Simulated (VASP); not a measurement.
Ag:

```
Ag
1.0
     2.94940    0.00000    0.00000
    -1.47470    2.55426    0.00000
     0.00000    0.00000    4.82172
Ag
2
Direct
  0.66667 0.33333 0.75000
  0.33333 0.66667 0.25000
```

Base run:

* Program: VASP 6.6.1
* Functional: r2SCAN
* Potentials or basis: VASP PAW PBE potentials, release 64 (Ag)
* Cutoff: 520 eV
* k mesh: 10 × 10 × 6
* Occupations: fermi-dirac, width 0.05 eV
* Spin: no spin polarisation

Its results: band gap on the k mesh zero (band 11 reaches 10.71 eV, above the bottom of band 12 at 3.93 eV); pressure -4.0 GPa.

**Question.** The run is repeated on the same cell with these changes: functional from r2SCAN to LDA; potentials or basis from VASP PAW PBE potentials, release 64 (Ag) to VASP PAW LDA potentials, release 64 (Ag). What comes out?

**Answer.** Band gap on the k mesh zero (band 11 reaches 10.26 eV, above the bottom of band 12 at 3.99 eV); pressure -11.7 GPa.

Caveats: the PAW data sets were made with another functional, which shifts forces and pressure a little (some runs).
